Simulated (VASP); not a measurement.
Here is a VASP 6.6.1 calculation.

File INCAR:

```
SYSTEM = GdN
ALGO = Normal
EDIFF = 1E-6
ENCUT = 520
GGA = CA
ISIF = 2
ISMEAR = 0
ISPIN = 2
LASPH = .TRUE.
LCHARG = .TRUE.
LDAU = .TRUE.
LDAUJ = 0 0
LDAUL = 3 -1
LDAUPRINT = 1
LDAUTYPE = 2
LDAUU = 6 0
LELF = .TRUE.
LMAXMIX = 6
LORBIT = 11
LREAL = .FALSE.
LVHAR = .TRUE.
LWAVE = .FALSE.
MAGMOM = 7.61 0
NBANDS = 22
NELM = 150
PREC = Accurate
SIGMA = 0.05
```

The input KPOINTS:

```
k-points
0
G
  10 10 10
  0 0 0
```

File POSCAR:

```
GdN
1.0
    3.3394229375      0.0000000000      0.0000000000
   -1.6697114688      2.8920250979      0.0000000000
    0.0000000000      0.0000000000      3.0379470730
Gd N
1 1
Direct
    0.0000000000      0.0000000000      0.0000000000
    0.6666666667      0.3333333333      0.5000000000
```

Potentials or basis: VASP PAW PBE potentials, release 64 (Gd, N).

Launch:

```bash
$ cat potpaw_PBE.64/Gd/POTCAR potpaw_PBE.64/N/POTCAR > POTCAR
$ mpirun -np 1 vasp_std > vasp.out
```

(1) Estimate the net moment.

(2) Predict the band gap on the k mesh.

(3) What does it give for the pressure?

Answers

(1) 7.01 μB per cell.

(2) zero (filled and empty bands overlap).

(3) 0.6 GPa.

Caveat: the PAW data sets were made with another functional, which shifts forces and pressure a little; spin-orbit coupling is left out, which moves the levels of the heavy elements; a cell with one magnetic atom can't hold antiferromagnetic order, which such compounds often take.
